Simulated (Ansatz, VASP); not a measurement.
Tl: VASP beside Ansatz

```
CELL_PARAMETERS angstrom
3.47060 0.00000 0.00000
-1.73530 3.00562 0.00000
0.00000 0.00000 5.39768
ATOMIC_POSITIONS crystal
Tl 0.33333 0.66667 0.25000
Tl 0.66667 0.33333 0.75000
```

Alike in both runs: task single point; functional PBE; k mesh 6 × 6 × 4; occupations gaussian, width 0.1 eV; no spin polarisation.

|  | VASP | Ansatz |
| --- | --- | --- |
| version | VASP 6.6.1 | Ansatz 0.2.0 |
| potentials or method | VASP PAW PBE potentials, release 64 (Tl_d), cutoff 520 eV | scalar-relativistic, plane waves, PAW |
| valence electrons in the cell | 26 | 26 |

Ansatz gave:

```
gap on the k mesh at the Fermi level (eV)                     : none
pressure (GPa)                                                : 3.7
traceless stress, the component that is largest in VASP (GPa) : 1.44
```

Task: What did VASP give for the same quantities?

Result: gap on the k mesh at the Fermi level (eV): none; pressure (GPa): 3.6; traceless stress, the component that is largest in VASP (GPa): 1.46.

A gap of «none» marks a metal or a gap that the smearing closes.

Neither program's run includes spin-orbit coupling.
